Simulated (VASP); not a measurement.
# Co2Si (P4/nmm) in VASP: single point with PBE

Aim: the single point of Co2Si with PBE.

Everything below comes from runs of VASP 6.6.1. Logs are shortened: lines on timing, memory, paths and dates and some standing lists are left out, and cuts for length are marked.

### 1 The cell of the first run

The structure is tetragonal, space group P4/nmm (No. 129). Conventional cell: a = 3.455 Å, b = 3.455 Å, c = 5.758 Å, α = 90.00°, β = 90.00°, γ = 90.00°. Within 3.1 Å of Co (site symmetry 4mm) lie 5 Si at 2.25 to 2.49 Å and 8 Co at 2.63 to 3.03 Å. Within 3.0 Å of Co (site symmetry -4m2) lie 4 Si at 2.30 Å and 8 Co at 2.44 to 2.63 Å. Si (site symmetry 4mm) has 9 Co at 2.25 to 2.49 Å within 3.0 Å.

### 2 Single point, PBE, collinear spin, ferromagnetic start

Input file INCAR:

```
PREC = Accurate
ENCUT = 520
EDIFF = 1E-7
ISMEAR = 0
SIGMA = 0.2
LREAL = False
LASPH = True
NELM = 150
ALGO = Fast
ISIF = 2
LWAVE = False
LCHARG = False
ISPIN = 2
MAGMOM = 3 3 3 3 0 0
LORBIT = 11
LMAXMIX = 4
GGA = PE
NBANDS = 35
```

Input file KPOINTS:

```
Automatic mesh
0
Gamma
  5 5 3
```

Input file POSCAR:

```
Co2Si
1.0
    3.4545269205      0.0000000000      0.0000000000
    0.0000000000      3.4545269205      0.0000000000
    0.0000000000      0.0000000000      5.7575824811
Co Si
4 2
Direct
    0.0000000000      0.5000000000      0.3447795380
    0.5000000000      0.0000000000      0.6552204620
    0.5000000000      0.5000000000      0.0000000000
    0.0000000000      0.0000000000      0.0000000000
    0.0000000000      0.5000000000      0.7355981731
    0.5000000000      0.0000000000      0.2644018269
```

Potentials or basis: VASP PAW PBE potentials, release 64 (Co, Si).

Launch:

```console
> cat potpaw_PBE.64/Co/POTCAR potpaw_PBE.64/Si/POTCAR > POTCAR
> mpirun -np 1 vasp_std > vasp.out
```

OUTCAR:

```text
PREC = Accurate
   ENCUT = 520
   EDIFF = 1E-7
   ISMEAR = 0
   LREAL = False
   LASPH = True
   NELM = 150
   ISIF = 2
   ISPIN = 2
   LORBIT = 11
   GGA = PE

 ion  position               nearest neighbor table
   1  0.000  0.500  0.345-   5 2.25   6 2.49   6 2.49   6 2.49   6 2.49   3 2.63   3 2.63   4 2.63
                             4 2.63   2 3.03   2 3.03   2 3.03   2 3.03
   2  0.500  0.000  0.655-   6 2.25   5 2.49   5 2.49   5 2.49   5 2.49   3 2.63   4 2.63   4 2.63
                             3 2.63   1 3.03   1 3.03   1 3.03   1 3.03
   3  0.500  0.500  0.000-   5 2.30   6 2.30   6 2.30   5 2.30   4 2.44   4 2.44   4 2.44   4 2.44
                             1 2.63   2 2.63   2 2.63   1 2.63
   4  0.000  0.000  0.000-   5 2.30   6 2.30   5 2.30   6 2.30   3 2.44   3 2.44   3 2.44   3 2.44
                             2 2.63   1 2.63   2 2.63   1 2.63
   5  0.000  0.500  0.736-   1 2.25   3 2.30   4 2.30   4 2.30   3 2.30   2 2.49   2 2.49   2 2.49
                             2 2.49
   6  0.500  0.000  0.264-   2 2.25   3 2.30   4 2.30   3 2.30   4 2.30   1 2.49   1 2.49   1 2.49
                             1 2.49

  LATTYP: Found a simple tetragonal cell.
 ALAT       =     3.4545269205
 C/A-ratio  =     1.6666775549

  Lattice vectors:

 A1 = (   3.4545269205,   0.0000000000,   0.0000000000)
 A2 = (   0.0000000000,   3.4545269205,   0.0000000000)
 A3 = (   0.0000000000,   0.0000000000,   5.7575824811)

Analysis of symmetry for initial positions (statically):
=====================================================================
 Subroutine PRICEL returns:
 Original cell was already a primitive cell.

 Routine SETGRP: Setting up the symmetry group for a
 simple tetragonal supercell.

 Subroutine GETGRP returns: Found 16 space group operations
 (whereof  8 operations were pure point group operations)
 out of a pool of 16 trial point group operations.

The static configuration has the point symmetry D_2d.
 The point group associated with its full space group is D_4h.

Analysis of symmetry for dynamics (positions and initial velocities):
=====================================================================
 Subroutine PRICEL returns:
 Original cell was already a primitive cell.

 Routine SETGRP: Setting up the symmetry group for a
 simple tetragonal supercell.

 Subroutine GETGRP returns: Found 16 space group operations
 (whereof  8 operations were pure point group operations)
 out of a pool of 16 trial point group operations.

The dynamic configuration has the point symmetry D_2d.
 The point group associated with its full space group is D_4h.

Analysis of structural, dynamic, and magnetic symmetry:
=====================================================================
[... 150 lines left out ...]
 Free energy of the ion-electron system (eV)
  ---------------------------------------------------
  ext. energy  EPLUGINS =         0.00000000
  ---------------------------------------------------
  free energy    TOTEN  =       -40.92057545 eV

  energy without entropy =      -40.79085649  energy(sigma->0) =      -40.85571597

 E-fermi :  10.4464     XC(G=0): -12.7097

 val. band max:       10.4453689340   @ k =   0.0000   0.0000   0.0000
 cond. band min:      10.4474626355   @ k =   0.2000   0.0000   0.0000
 fundamental gap:      0.0020937015
 Fermi energy:        10.4463842735

 spin component 1

 k-point     1 :       0.0000    0.0000    0.0000
  band No.  band energies     occupation
      1      -1.2164      1.00000
      2       1.6707      1.00000
      3       3.9891      1.00000
      4       5.8514      1.00000
      5       6.4110      1.00000
      6       6.4110      1.00000
[... 433 lines left out ...]
     33      18.1292      0.00000
     34      19.4958      0.00000
 Fermi energy:        10.4463842735

 spin component 2

 k-point     1 :       0.0000    0.0000    0.0000
  band No.  band energies     occupation
      1      -1.2478      1.00000
      2       1.6490      1.00000
      3       4.0512      1.00000
      4       6.2746      1.00000
      5       6.9377      1.00000
      6       6.9377      1.00000
[... 433 lines left out ...]
     33      18.3617      0.00000
     34      19.6011      0.00000
 [bands above 34 left out]

------------------------ aborting loop because EDIFF is reached ----------------------------------------

  FORCE on cell =-STRESS in cart. coord.  units (eV):
  Direction    XX          YY          ZZ          XY          YZ          ZX
  --------------------------------------------------------------------------------------
  -------------------------------------------------------------------------------------
  Total       -0.3095705     -0.3095705     -0.0078898      0.0000000      0.0000000      0.0000000
  in kB       -7.2185974     -7.2185974     -0.1839752      0.0000000      0.0000000      0.0000000
  external PRESSURE =      -4.8737233 kB  Pullay stress =       0.0000000 kB

 VOLUME and BASIS-vectors are now :
 -----------------------------------------------------------------------------
  energy-cutoff  :      520.00
  volume of cell :       68.71
      direct lattice vectors                 reciprocal lattice vectors
     3.454526921  0.000000000  0.000000000     0.289475237  0.000000000  0.000000000
     0.000000000  3.454526921  0.000000000     0.000000000  0.289475237  0.000000000
     0.000000000  0.000000000  5.757582481     0.000000000  0.000000000  0.173684008

 POSITION                                       TOTAL-FORCE (eV/Angst)
 -----------------------------------------------------------------------------------
      0.00000      1.72726      1.98510        -0.000000      0.000000     -0.017997
      1.72726      0.00000      3.77249         0.000000     -0.000000      0.017997
      1.72726      1.72726      0.00000        -0.000000      0.000000     -0.000000
      0.00000      0.00000      0.00000        -0.000000      0.000000     -0.000000
      0.00000      1.72726      4.23527        -0.000000      0.000000      0.004199
      1.72726      0.00000      1.52232        -0.000000      0.000000     -0.004199
 -----------------------------------------------------------------------------------
    total drift:                                0.000000      0.000000     -0.000000

  FREE ENERGIE OF THE ION-ELECTRON SYSTEM (eV)
  ---------------------------------------------------
  free  energy   TOTEN  =       -40.9205754466 eV

  energy  without entropy=      -40.7908564932  energy(sigma->0) =      -40.85571597

 total charge

# of ion       s       p       d       tot
------------------------------------------
    1        0.401   0.455   7.397   8.253
    2        0.401   0.455   7.397   8.253
    3        0.484   0.645   7.449   8.577
    4        0.484   0.645   7.449   8.577
    5        0.750   0.923   0.000   1.673
    6        0.750   0.923   0.000   1.673
--------------------------------------------------
tot          3.269   4.045  29.692  37.006

 magnetization (x)

# of ion       s       p       d       tot
------------------------------------------
    1        0.004  -0.004   0.910   0.909
    2        0.004  -0.004   0.910   0.909
    3       -0.000  -0.009   0.798   0.789
    4       -0.000  -0.009   0.798   0.789
    5       -0.004  -0.034   0.000  -0.038
    6       -0.004  -0.034   0.000  -0.038
--------------------------------------------------
tot         -0.002  -0.094   3.415   3.320
```

OSZICAR:

```text
N       E                     dE             d eps       ncg     rms          rms(c)
DAV:   1     0.304870213357E+03    0.30487E+03   -0.18679E+04  1680   0.153E+03
DAV:   2    -0.226943581028E+02   -0.32756E+03   -0.30682E+03  1683   0.324E+02
DAV:   3    -0.450256710094E+02   -0.22331E+02   -0.21083E+02  1799   0.106E+02
DAV:   4    -0.456813165701E+02   -0.65565E+00   -0.65210E+00  2071   0.168E+01
[... 11 lines left out ...]
RMM:  16    -0.409205741436E+02   -0.41116E-05   -0.91816E-05  2302   0.481E-02    0.224E-02
RMM:  17    -0.409205753391E+02   -0.11955E-05   -0.17200E-05  2511   0.190E-02    0.140E-02
RMM:  18    -0.409205756046E+02   -0.26550E-06   -0.22609E-06  2390   0.695E-03    0.920E-03
RMM:  19    -0.409205754166E+02    0.18800E-06   -0.31104E-07  1490   0.330E-03    0.501E-03
RMM:  20    -0.409205754466E+02   -0.30076E-07   -0.11398E-07  1234   0.227E-03
   1 F= -.40920575E+02 E0= -.40855716E+02  d E =-.129719E+00  mag=     3.2091
```

stdout:

```text
POSCAR found type information on POSCAR CoSi
 POSCAR found :  2 types and       6 ions
 scaLAPACK will be used
 LDA part: xc-table for (Slater+PW92), standard interpolation
 POSCAR, INCAR and KPOINTS ok, starting setup
 FFT: planning ... GRIDC
 FFT: planning ... GRID_SOFT
 FFT: planning ... GRID
 WAVECAR not read
 entering main loop
```

Run time: 3.5 min. Hardware: 1 thread of Intel Xeon 8259CL, shared host; peak memory 0.23 GiB.

What came out:

| Quantity | Value |
| --- | --- |
| Free energy | -40.9206 eV |
| Pressure | -0.5 GPa |
| Largest force | 0.018 eV/Å |
| Net moment | 3.21 μB per cell |
| Site moments | Co +0.91, +0.79 (each value once); Si -0.04 μB |
| Valence electrons inside the program's atomic spheres | Co 8.25, 8.58 (each value once); Si 1.67 |

Forces on the atoms (eV/Å):
```
Co   0.000  0.000 -0.018
Co   0.000  0.000  0.018
Co   0.000  0.000  0.000
Co   0.000  0.000  0.000
Si   0.000  0.000  0.004
Si   0.000  0.000 -0.004
```

Levels at points of the mesh, in eV from the Fermi level:
Spin up:
```tsv
k point	band 22	band 23	band 24	band 25	band 26	band 27
(0.00, 0.00, 0.00)	-0.45	0.00	0.00	0.31	4.36	4.68
```
Spin down:
```
           k point  band 17  band 18  band 19  band 20  band 21  band 22  band 23  band 24
(0.00, 0.00, 0.00)    -0.80    -0.74     0.07     0.08     0.08     0.28     0.28     0.42
```

Caveat: the k points lie up to 0.36 Å⁻¹ apart.
